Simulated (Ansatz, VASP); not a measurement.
**Two plane-wave programs on SrNi3**

File INCAR:

```
PREC = Accurate
ENCUT = 520
EDIFF = 1E-6
ISMEAR = 0
SIGMA = 0.05
LREAL = F
LASPH = T
NELM = 150
ALGO = Normal
ISIF = 2
LWAVE = F
LCHARG = F
ISPIN = 2
MAGMOM = 0 0.44 0.44 0.44
LORBIT = 11
LMAXMIX = 4
GGA = PE
NBANDS = 32
```

KPOINTS

```
Automatic mesh
0
Gamma
  8 8 8
```

Contents of POSCAR:

```
SrNi3
1.0
    4.0472136419      0.0000000000      0.0000000000
    0.0000000000      4.0472136419      0.0000000000
    0.0000000000      0.0000000000      4.0472136419
Sr Ni
1 3
Direct
    0.0000000000      0.0000000000      0.0000000000
    0.0000000000      0.5000000000      0.5000000000
    0.5000000000      0.5000000000      0.0000000000
    0.5000000000      0.0000000000      0.5000000000
```

Input for Ansatz:

```yaml
crystal:
  lattice:
    - [4.0472136419, 0.0, 0.0]
    - [0.0, 4.0472136419, 0.0]
    - [0.0, 0.0, 4.0472136419]
  atoms:
    - { symbol: Sr, position: [0.0, 0.0, 0.0] }
    - { symbol: Ni, position: [0.0, 0.5, 0.5], spin: 0.44 }
    - { symbol: Ni, position: [0.5, 0.5, 0.0], spin: 0.44 }
    - { symbol: Ni, position: [0.5, 0.0, 0.5], spin: 0.44 }
basis:
  ecutwfc: 420
  ecutrho_ratio: 4
kpoints:
  mp_grid: { grid: [8, 8, 8] }
hamiltonian:
  xc: pbe
scf:
  occupations: { method: gaussian, width: 0.05 }
output:
  forces: true
  stress: true
  eigenvalues: true
  populations: true
  write_density: true
  write_potential: true
  elf: true
  volumetric_format: npy
magnetization:
  spin_polarized: true
```

Alike in both runs: task single point; functional PBE; k mesh 8 × 8 × 8; occupations gaussian, width 0.05 eV; collinear spin.

|  | VASP | Ansatz |
| --- | --- | --- |
| version | VASP 6.6.1 | Ansatz 0.2.0 |
| potentials or method | VASP PAW PBE potentials, release 64 (Sr_sv, Ni), cutoff 520 eV | scalar-relativistic, plane waves, PAW |
| valence electrons in the cell | 40 | 64 |

|  | VASP | Ansatz | Ansatz less VASP |
| --- | --- | --- | --- |
| gap on the k mesh at the Fermi level (eV) | none | none | - |
| pressure (GPa) | -2.3 | -2.7 | -0.40 |
| net moment per atom (μB) | 0.27 | 0.27 | 0.000 |
| size of the moment on the site where the two differ most (μB) | 0.40 | 0.40 | +0.008 |

Site moments also hang on the region over which each program counts them. A gap of «none» marks a metal or a gap that the smearing closes. The functional is the same, so the differences come from potentials, cutoffs and numerics. VASP's potentials hold 40 valence electrons a cell and Ansatz's 64, so a difference there can come from the potentials and not from the codes.
